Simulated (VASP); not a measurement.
Ga, 1 atom in the cell. It takes space group Pm-3m (No. 221, cubic). The conventional cell has a = 2.245 Å, b = 2.245 Å, c = 2.245 Å, α = 90.00°, β = 90.00°, γ = 90.00°. Ga (site symmetry m-3m) has 6 Ga at 2.25 Å within 3.0 Å. 

* Program: VASP 6.6.1
* Task: single point
* Functional: PBEsol
* Potentials or basis: VASP PAW PBE potentials, release 64 (Ga_d)
* Cutoff: 520 eV
* k mesh: 16 × 16 × 16
* Occupations: fermi-dirac, width 0.08 eV
* Spin: no spin polarisation
* Dipole correction: no
* Further INCAR settings: ALGO = Normal; EDIFF = 1e-06; NBANDS = 12

Potentials or basis: VASP PAW PBE potentials, release 64 (Ga_d).

The run is started by

```bash
$ cat potpaw_PBE.64/Ga_d/POTCAR > POTCAR
$ mpirun -np 1 vasp_std > vasp.out
```

Hardware: 1 thread of AMD EPYC 9R45 96-Core Processor (Zen 5), with other jobs on the host.

Estimate the wall time of this run.

Run time: 9.2 s on 1 thread of AMD EPYC 9R45 96-Core Processor (Zen 5) (shared host), peak memory 0.1 GiB. Counts: scf iterations 11, k points 165.
